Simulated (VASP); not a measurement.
# Ga (C2/m) in VASP: electric field gradients with PBEsol

Aim: the electric field gradients of Ga with PBEsol.

All numbers are computed with VASP 6.6.1; they aren't measurements. Logs are shortened: lines on timing, memory, paths and dates and some standing lists are left out, and cuts for length are marked.

**1. The cell of the first run**

It takes space group C2/m (No. 12, monoclinic). The conventional cell has a = 5.202 Å, b = 3.003 Å, c = 4.865 Å, α = 90.00°, β = 90.00°, γ = 90.00°. Ga (site symmetry m) has 1 Ga at 1.73 Å within 2.3 Å.

**2. Electric field gradients, PBEsol**

INCAR reads:

```
SYSTEM = Ga
  PREC = Accurate
  ENCUT = 400
  EDIFF = 1E-8
  ISMEAR = -1
  SIGMA = 0.05
  LREAL = .FALSE.
  LASPH = .TRUE.
  NELM = 120
  ALGO = Normal
  ISIF = 2
  LWAVE = .FALSE.
  LCHARG = .FALSE.
  GGA = PS
  LEFG = .TRUE.
  NBANDS = 20
  GGA_COMPAT = .FALSE.
```

KPOINTS reads:

```
Automatic mesh
0
G
  11 11 6
  0 0 0
```

POSCAR reads:

```
Ga
1.0
    3.0031658500      0.0000000000      0.0000000000
   -1.5015829250      2.6008179178      0.0000000000
    0.0000000000      0.0000000000      4.8651286769
Ga
2
Direct
    0.1933333333      0.5966666667      0.1450000000
    0.8066666667      0.4033333333      0.8550000000
```

Potentials or basis: VASP PAW PBE potentials, release 64 (Ga_d).

Started as:

```console
$ cat potpaw_PBE.64/Ga_d/POTCAR > POTCAR
$ mpirun -np 1 vasp_std > vasp.out
```

OUTCAR:

```text
SYSTEM = Ga
   PREC = Accurate
   ENCUT = 400
   EDIFF = 1E-8
   ISMEAR = -1
   LREAL = .FALSE.
   LASPH = .TRUE.
   NELM = 120
   ISIF = 2
   GGA = PS

 ion  position               nearest neighbor table
   1  0.193  0.597  0.145-   2 1.73   2 2.61   2 2.61
   2  0.807  0.403  0.855-   1 1.73   1 2.61   1 2.61

  LATTYP: Found a hexagonal cell.
 ALAT       =     3.0031658500
 C/A-ratio  =     1.6200000000

  Lattice vectors:

 A1 = (   3.0031658500,   0.0000000000,   0.0000000000)
 A2 = (  -1.5015829250,   2.6008179178,   0.0000000000)
 A3 = (   0.0000000000,   0.0000000000,   4.8651286769)

Analysis of symmetry for initial positions (statically):
=====================================================================
 Subroutine PRICEL returns:
 Original cell was already a primitive cell.

 Routine SETGRP: Setting up the symmetry group for a
 hexagonal supercell.

 Subroutine GETGRP returns: Found  4 space group operations
 (whereof  4 operations were pure point group operations)
 out of a pool of 24 trial point group operations.

The static configuration has the point symmetry C_2h.

Analysis of symmetry for dynamics (positions and initial velocities):
=====================================================================
 Subroutine PRICEL returns:
 Original cell was already a primitive cell.

 Routine SETGRP: Setting up the symmetry group for a
 hexagonal supercell.

 Subroutine GETGRP returns: Found  4 space group operations
 (whereof  4 operations were pure point group operations)
 out of a pool of 24 trial point group operations.

The dynamic configuration has the point symmetry C_2h.

 Subroutine INISYM returns: Found  4 space group operations
 (whereof  4 operations are pure point group operations),
 and found     1 'primitive' translations

----------------------------------------------------------------------------------------

                                     Primitive cell

  volume of cell :      38.0000

  direct lattice vectors                    reciprocal lattice vectors
     3.003165850  0.000000000  0.000000000     0.332981943  0.192247214  0.000000000
    -1.501582925  2.600817918  0.000000000     0.000000000  0.384494429  0.000000000
     0.000000000  0.000000000  4.865128677     0.000000000  0.000000000  0.205544409

  length of vectors
     3.003165850  3.003165850  4.865128677     0.384494429  0.384494429  0.205544409

  position of ions in fractional coordinates (direct lattice)
     0.193333333  0.596666667  0.145000000
     0.806666667  0.403333333  0.855000000

  ion indices of the primitive-cell ions
   primitive index   ion index
                 1           1
                 2           2

----------------------------------------------------------------------------------------

 KPOINTS: Automatic mesh

Automatic generation of k-mesh.
 Grid dimensions read from file:
 generate k-points for:   11   11    6

 Generating k-lattice:

  Cartesian coordinates                     Fractional coordinates (reciprocal lattice)
     0.030271086  0.017477019  0.000000000     0.090909091  0.000000000  0.000000000
     0.000000000  0.034954039  0.000000000     0.000000000  0.090909091  0.000000000
     0.000000000  0.000000000  0.034257402     0.000000000  0.000000000  0.166666667

  Length of vectors
     0.034954039  0.034954039  0.034257402

  Shift w.r.t. Gamma in fractional coordinates (k-lattice)
     0.000000000  0.000000000  0.000000000

 Subroutine IBZKPT returns following result:
 ===========================================

 Found    204 irreducible k-points:

 Following reciprocal coordinates:
            Coordinates               Weight
  0.000000  0.000000  0.000000      1.000000
  0.090909  0.000000  0.000000      2.000000
  0.000000  0.090909  0.000000      4.000000
  0.181818  0.000000  0.000000      2.000000
  0.000000  0.181818  0.000000      4.000000
  0.272727  0.000000  0.000000      2.000000
[... 16 lines left out ...]
  0.454545  0.090909  0.000000      2.000000
 -0.090909 -0.454545  0.000000      4.000000
 [... further k-points ...]
   k-points           NKPTS =    204   k-points in BZ     NKDIM =    204   number of bands    NBANDS=     20
   number of dos      NEDOS =    301   number of ions     NIONS =      2
   total plane-waves  NPLWV =  12800
   dimension x,y,z NGX =    20 NGY =   20 NGZ =   32
   dimension x,y,z NGXF=    40 NGYF=   40 NGZF=   64
   ions per type =               2
   NGX,Y,Z   is equivalent  to a cutoff of  11.07, 11.07, 10.93 a.u.
   NGXF,Y,Z  is equivalent  to a cutoff of  22.14, 22.14, 21.87 a.u.
 SYSTEM =  Ga
   PREC   = accura    normal or accurate (medium, high low for compatibility)
   ISTART =      0    job   : 0-new  1-cont  2-samecut
   ICHARG =      2    charge: 1-file 2-atom 10-const
   ISPIN  =      1    spin polarized calculation?
   LNONCOLLINEAR =      F non collinear calculations
   LSORBIT =      F    spin-orbit coupling
   LASPH  =      T    aspherical Exc in radial PAW
   ENCUT  =  400.0 eV  29.40 Ry    5.42 a.u.   4.90  4.90  7.93*2*pi/ulx,y,z
   NELM   =    120;   NELMIN=  2; NELMDL= -5     # of ELM steps
   EDIFF  = 0.1E-07   stopping-criterion for ELM
   LREAL  =      F    real-space projection
   EDIFFG = 0.1E-06   stopping-criterion for IOM
   NSW    =      0    number of steps for IOM
   IBRION =     -1    ionic relax: 0-MD 1-quasi-New 2-CG
   NFREE  =      0    steps in history (QN), initial steepest desc. (CG)
   ISIF   =      2    stress and relaxation
   ISYM   =      2    0-nonsym 1-usesym 2-fastsym
   POTIM  = 0.5000    time-step for ionic-motion
   TEBEG  =    0.0;   TEEND  =   0.0 temperature during run
   PSTRESS=    0.0 pullay stress
   NELECT =      26.0000    total number of electrons
   NUPDOWN=      -1.0000    fix difference up-down
   EMIN   =  10.00;   EMAX   =-10.00  energy-range for DOS
   EFERMI =   0.00;   METHOD = LEGACY
   ISMEAR =    -1;   SIGMA  =   0.05  broadening in eV -4-tet -1-fermi 0-gaus
   EFERMI_NEDOS =   21; number of points for ismear=-14 and -15
   IALGO  =     38    algorithm
   IMIX   =      4    mixing-type and parameters
     AMIX     =   0.40;   BMIX     =  1.00
     AMIX_MAG =   1.60;   BMIX_MAG =  1.00
  volume/ion in A,a.u.               =      19.00       128.22
  Fermi-wavevector in a.u.,A,eV,Ry     =   1.442574  2.726069 28.313990  2.081020
  Thomas-Fermi vector in A             =   2.561079
   LORBIT       =      0    0 simple, 1 ext, 2 COOP (PROOUT), +10 PAW based schemes
   GGA     = PS    functional components
   LHFCALC =     F    Hartree Fock is set to
   AEXX    =    0.0000 exact exchange contribution
   IVDW    =     0    specifies the selected vdW correction
   LEPSILON=     F    determine dielectric tensor
   LRPA    =     F    only Hartree local field effects (RPA)
 non-spin polarized calculation
  energy-cutoff  :      400.00
  volume of cell :       38.00
 maximum number of plane-waves:       704
   NGX =  9   NGY =  9   NGZ = 15

 number of electron      25.9999990 magnetization

 Free energy of the ion-electron system (eV)
  ---------------------------------------------------
  ext. energy  EPLUGINS =         0.00000000
  ---------------------------------------------------
  free energy    TOTEN  =        -0.99664554 eV

  energy without entropy =       -0.98991839  energy(sigma->0) =       -0.99328197

 E-fermi :   5.1508     XC(G=0): -10.7486

 val. band max:        5.1494506063   @ k =  -0.0909  -0.4545   0.5000
 cond. band min:       5.1597828252   @ k =   0.0000   0.2727   0.0000
 fundamental gap:      0.0103322189
 Fermi energy:         5.1507901820

 k-point     1 :       0.0000    0.0000    0.0000
  band No.  band energies     occupation
      1     -12.5151      2.00000
      2     -11.7705      2.00000
      3     -11.6073      2.00000
      4     -10.8064      2.00000
      5     -10.5561      2.00000
      6     -10.3997      2.00000
[... 12 lines left out ...]
     19      18.2854      0.00000
     20      20.3519      0.00000

 k-point     2 :       0.0909    0.0000    0.0000
  band No.  band energies     occupation
      1     -12.5159      2.00000
      2     -11.7490      2.00000
      3     -11.5990      2.00000
      4     -10.7829      2.00000
      5     -10.5948      2.00000
      6     -10.3770      2.00000
[... 12 lines left out ...]
     19      20.2518      0.00000
     20      20.8317      0.00000

 k-point     3 :       0.0000    0.0909    0.0000
  band No.  band energies     occupation
      1     -12.5144      2.00000
      2     -11.7587      2.00000
      3     -11.6158      2.00000
      4     -10.8045      2.00000
      5     -10.5581      2.00000
      6     -10.3777      2.00000
[... 12 lines left out ...]
     19      19.7684      0.00000
     20      20.2379      0.00000

 k-point     4 :       0.1818    0.0000    0.0000
  band No.  band energies     occupation
      1     -12.5174      2.00000
      2     -11.6924      2.00000
      3     -11.5775      2.00000
      4     -10.7169      2.00000
      5     -10.6741      2.00000
      6     -10.3411      2.00000
[... 12 lines left out ...]
     19      18.1478      0.00000
     20      20.5159      0.00000

 k-point     5 :       0.0000    0.1818    0.0000
  band No.  band energies     occupation
      1     -12.5123      2.00000
      2     -11.7363      2.00000
      3     -11.6294      2.00000
      4     -10.8038      2.00000
      5     -10.5522      2.00000
      6     -10.3314      2.00000
[... 12 lines left out ...]
     19      19.4127      0.00000
     20      20.0564      0.00000
[... 353 lines left out ...]
      6     -10.3074      2.00000
[... 12 lines left out ...]
     19      16.6224      0.00000
     20      17.7888      0.00000

 k-point    22 :      -0.4545    0.3636    0.0000
  band No.  band energies     occupation
      1     -12.5066      2.00000
      2     -11.7555      2.00000
      3     -11.5559      2.00000
      4     -10.8079      2.00000
      5     -10.4685      2.00000
      6     -10.3558      2.00000
[... 12 lines left out ...]
     19      16.6499      0.00000
     20      17.8332      0.00000

 k-point    23 :       0.4545    0.0909    0.0000
  band No.  band energies     occupation
      1     -12.5178      2.00000
      2     -11.5289      2.00000
      3     -11.5246      2.00000
      4     -10.8503      2.00000
      5     -10.3666      2.00000
      6     -10.3611      2.00000
[... 12 lines left out ...]
     19      14.6368      0.00000
     20      17.7197      0.00000

 k-point    24 :      -0.0909   -0.4545    0.0000
  band No.  band energies     occupation
      1     -12.5046      2.00000
      2     -11.7699      2.00000
      3     -11.5611      2.00000
      4     -10.8162      2.00000
      5     -10.4657      2.00000
      6     -10.3499      2.00000
[... 12 lines left out ...]
     19      16.4878      0.00000
     20      17.6270      0.00000

 [... further k-points ...]

------------------------ aborting loop because EDIFF is reached ----------------------------------------

  FORCE on cell =-STRESS in cart. coord.  units (eV):
  Direction    XX          YY          ZZ          XY          YZ          ZX
  --------------------------------------------------------------------------------------
  -------------------------------------------------------------------------------------
  Total       10.7399549      4.6975437     23.1703879      5.2328816      8.1121474     14.0506492
  in kB      452.8240051    198.0604729    976.9229014    220.6316908    342.0289117    592.4113591
  external PRESSURE =     542.6024598 kB  Pullay stress =       0.0000000 kB

 VOLUME and BASIS-vectors are now :
 -----------------------------------------------------------------------------
  energy-cutoff  :      400.00
  volume of cell :       38.00
      direct lattice vectors                 reciprocal lattice vectors
     3.003165850  0.000000000  0.000000000     0.332981943  0.192247214  0.000000000
    -1.501582925  2.600817918  0.000000000     0.000000000  0.384494429  0.000000000
     0.000000000  0.000000000  4.865128677     0.000000000  0.000000000  0.205544409

 POSITION                                       TOTAL-FORCE (eV/Angst)
 -----------------------------------------------------------------------------------
     -0.31533      1.55182      0.70544         9.797582      5.656636     17.659551
      1.81692      1.04900      4.15969        -9.797582     -5.656636    -17.659551
 -----------------------------------------------------------------------------------
    total drift:                                0.000000      0.000000     -0.000000

  FREE ENERGIE OF THE ION-ELECTRON SYSTEM (eV)
  ---------------------------------------------------
  free  energy   TOTEN  =        -0.9966455450 eV

  energy  without entropy=       -0.9899183925  energy(sigma->0) =       -0.99328197

 Electric field gradients (V/A^2)
---------------------------------------------------------------------
 ion       V_xx      V_yy      V_zz      V_xy      V_xz      V_yz
---------------------------------------------------------------------
   1       1.711    45.808   -47.519   -38.182   -63.285   -36.537
   2       1.711    45.808   -47.519   -38.182   -63.285   -36.537
---------------------------------------------------------------------

 Electric field gradients after diagonalization (V/A^2)
 (convention: |V_zz| > |V_xx| > |V_yy|)
----------------------------------------------------------------------
 ion       V_xx      V_yy      V_zz     asymmetry (V_yy - V_xx)/ V_zz
----------------------------------------------------------------------
   1      67.850    40.404  -108.254       0.254
   2      67.850    40.404  -108.254       0.254
----------------------------------------------------------------------

           NMR quadrupolar parameters

 Cq : quadrupolar parameter    Cq=e*Q*V_zz/h
 eta: asymmetry parameters     (V_yy - V_xx)/ V_zz
 Q  : nuclear electric quadrupole moment in mb (millibarn)
----------------------------------------------------------------------
 ion       Cq(MHz)       eta       Q (mb)
----------------------------------------------------------------------
   1      -0.262       0.254       1.000
   2      -0.262       0.254       1.000
----------------------------------------------------------------------
```

It took 2 min on 1 thread of Intel Xeon 8259CL, shared host; peak memory 0.2 GiB.

Results:

```
Free energy                             : -0.9966 eV
Pressure                                : 54.3 GPa
Largest force                           : 20.973 eV/Å
Band gap on the k mesh                  : zero (bands 13 and 14 overlap by 4.88 eV)
Largest electric field gradient by atom : Ga -108.3 V/Å²
```

Forces on the atoms (eV/Å):
```
Ga    9.798   5.657  17.660
Ga   -9.798  -5.657 -17.660
```

Levels at points of the mesh, in eV from the Fermi level:
```tsv
k point	band 10	band 11	band 12	band 13	band 14	band 15	band 16	band 17
(0.00, 0.00, 0.00)	-14.80	-12.64	-4.35	-2.27	8.03	8.25	9.86	10.16
(0.00, 0.00, 0.50)	-14.79	-12.41	-6.63	2.70	6.77	8.29	8.42	9.91
```

Electric field gradients, principal values (V/Å²):
| atom | least | middle | greatest (by size) |
| --- | --- | --- | --- |
| 1 Ga | 40.404 | 67.850 | -108.254 |
| 2 Ga | 40.404 | 67.850 | -108.254 |

Caveat: the stress differs along the axes, from 20 to 98 GPa; without QUAD_EFG the Cq values of the log hold for a quadrupole moment of 1 mb, not for the nuclei; the PAW data sets were made with another functional, which shifts forces and pressure a little.
